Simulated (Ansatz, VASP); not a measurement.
# Two plane-wave programs on LiH

```
CELL_PARAMETERS angstrom
2.50166 0.00000 0.00000
0.00000 2.50166 0.00000
0.00000 0.00000 2.50166
ATOMIC_POSITIONS crystal
Li 0.00000 0.00000 0.00000
H 0.50000 0.50000 0.50000
```

Alike in both runs: task single point; functional r2SCAN; k mesh 8 × 8 × 8; no spin polarisation.

```csv
,VASP,Ansatz
version,VASP 6.6.1,Ansatz 0.2.0
potentials or method,"VASP PAW PBE potentials, release 64 (Li_sv, H)",plane waves
plane-wave cutoff (eV),520,500
occupations,"gaussian, width 0.01 eV",fixed
valence electrons in the cell,4,4
```

Ansatz gave:

| Quantity | Value |
| --- | --- |
| gap on the k mesh at the Fermi level (eV) | 1.12 |

Task: Estimate VASP's values.

Result: gap on the k mesh at the Fermi level (eV): 1.30.

VASP's potentials were made for PBE, not for r2SCAN.

Noted on VASP's run: the cutoff is short for stress, so the pressure is rough.
